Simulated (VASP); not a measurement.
## Ru: single point with LDA

Ru:

```
CELL_PARAMETERS angstrom
2.70580 0.00000 0.00000
-1.35290 2.34329 0.00000
0.00000 0.00000 4.28190
ATOMIC_POSITIONS crystal
Ru 0.33333 0.66667 0.25000
Ru 0.66667 0.33333 0.75000
```

* Program: VASP 6.6.1
* Task: single point
* Functional: LDA
* Potentials or basis: VASP PAW LDA potentials, release 64 (Ru_pv)
* Cutoff: 520 eV
* k mesh: 10 × 10 × 6
* Occupations: methfessel-paxton, width 0.02 eV
* Spin: no spin polarisation
* Dipole correction: no
* Further INCAR settings: ALGO = Normal; EDIFF = 1e-06; NBANDS = 21

```yaml
Pressure: -11.4 GPa
Band_gap_on_the_k_mesh: zero (band 14 reaches 14.31 eV, above the bottom of band 15 at 11.08 eV)
```

Stress tensor (GPa, compression positive):
```
 -9.56   0.00   0.00
  0.00  -9.56   0.00
  0.00   0.00 -15.13
```

Levels at points of the mesh, in eV from the Fermi level:
```
           k point  band 12  band 13  band 14  band 15  band 16  band 17
(0.00, 0.00, 0.00)    -1.97    -1.97    -1.43    -1.43     1.16     1.16
(0.50, 0.00, 0.00)    -1.83    -1.58     1.40     1.82     1.90     4.04
(0.00, 0.00, 0.50)    -2.82    -2.77    -2.77     0.52     0.52     0.52
(0.50, 0.00, 0.50)    -1.10     0.41     0.41     1.66     1.66     3.35
```

Run time: 16 s on 1 thread of Intel(R) Xeon(R) 6975P-C (Granite Rapids) (shared host), peak memory 0.14 GiB.
